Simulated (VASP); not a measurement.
Input of a VASP 6.6.1 run:

The input INCAR:

```
SYSTEM = Ga
PREC = Accurate
ENCUT = 520
EDIFF = 1E-6
ISMEAR = -1
SIGMA = 0.05
LREAL = .False.
LASPH = .True.
NELM = 60
ALGO = Normal
ISIF = 2
LWAVE = .False.
LCHARG = .True.
GGA = CA
LELF = .True.
LVHAR = .True.
NBANDS = 34
```

Contents of KPOINTS:

```
regular mesh
0
Gamma
  6 6 5
  0 0 0
```

Contents of POSCAR:

```
Ga
1.0
    3.8169570000     -2.3266300000      0.0000000000
    3.8169570000      2.3266300000      0.0000000000
    0.0000000000      0.0000000000      4.4882540000
Ga
4
Direct
    0.9903150000      0.3344500000      0.2500000000
    0.3344500000      0.9903150000      0.7500000000
    0.0096850000      0.6655500000      0.7500000000
    0.6655500000      0.0096850000      0.2500000000
```

Potentials or basis: VASP PAW LDA potentials, release 64 (Ga_d).

Launch:

```sh
$ cat potpaw_LDA.64/Ga_d/POTCAR > POTCAR
$ mpirun -np 1 vasp_std > vasp.out
```

(1) Estimate the largest force.

(2) What does it give for the band gap on the k mesh?

(3) Estimate the pressure.

Answers

(1) 0.023 eV/Å.

(2) zero (bands 26 and 27 overlap by 0.68 eV).

(3) -2.4 GPa.
